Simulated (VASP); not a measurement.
A run of VASP 6.6.1 is set up as follows.

File INCAR:

```
PREC = Accurate
ENCUT = 600
EDIFF = 1E-6
ISMEAR = 0
SIGMA = 0.1
LREAL = F
LASPH = T
NELM = 80
ALGO = Fast
ISIF = 3
LWAVE = F
LCHARG = F
GGA = PE
IBRION = 2
NSW = 100
EDIFFG = -0.01
```

Contents of KPOINTS:

```
Automatic mesh
0
Gamma
  12 12 4
```

Contents of POSCAR:

```
HfAl2N3
1.0
    3.2432900299      0.0000000000      0.0000000000
   -1.6216450150      2.8087715577      0.0000000000
    0.0000000000      0.0000000000     15.9839221019
Hf Al N
2 4 6
Direct
    0.6666666667      0.3333333333      0.8255961577
    0.3333333333      0.6666666667      0.0133820268
    0.6666666667      0.3333333333      0.1857820825
    0.6666666667      0.3333333333      0.4930849247
    0.3333333333      0.6666666667      0.3393602900
    0.3333333333      0.6666666667      0.6465839627
    0.6666666667      0.3333333333      0.3060127137
    0.6666666667      0.3333333333      0.6133975935
    0.6666666667      0.3333333333      0.9591188465
    0.3333333333      0.6666666667      0.1515734105
    0.3333333333      0.6666666667      0.4596044035
    0.3333333333      0.6666666667      0.7665035878
```

Potentials or basis: VASP PAW PBE potentials, release 64 (Hf_pv, Al, N).

The run is started by

```sh
$ cat potpaw_PBE.64/Hf_pv/POTCAR potpaw_PBE.64/Al/POTCAR potpaw_PBE.64/N/POTCAR > POTCAR
$ mpirun -np 1 vasp_std > vasp.out
```

**Question.** Predict the band gap on the k mesh.

**Answer.** Zero (bands 31 and 32 overlap by 0.77 eV).

**Question.** What does it give for the space group after relaxing (to 0.1 Å)?

**Answer.** P3m1 (No. 156).

**Question.** Estimate the relaxed volume.

**Answer.** 12.08 Å³/atom.

**Question.** What does it give for the relaxed cell?

**Answer.** a = 3.240 Å, b = 3.240 Å, c = 15.946 Å, α = 90.00°, β = 90.00°, γ = 120.00°.

The path:
| step | energy change (eV) | largest force (eV/Å) | pressure (GPa) | volume (Å³) |
| --- | --- | --- | --- | --- |
| 1 | 0.0000 | 0.1641 | -1.01 | 145.61 |
| 2 | 0.0000 | 0.1280 | 1.24 | 144.01 |
| 3 | -0.0036 | 0.0682 | 0.11 | 144.80 |
| 4 | -0.0040 | 0.0270 | 0.04 | 144.88 |
| 5 | -0.0040 | 0.0363 | 0.01 | 144.90 |
| 6 | -0.0041 | 0.0221 | -0.02 | 144.95 |
| 7 | -0.0041 | 0.0225 | -0.02 | 144.95 |
| 8 | -0.0042 | 0.0101 | -0.01 | 144.94 |
| 9 | -0.0042 | 0.0120 | 0.00 | 144.93 |
| 10 | -0.0042 | 0.0058 | 0.02 | 144.92 |

Caveat: spin-orbit coupling is left out, which moves the levels of the heavy elements.
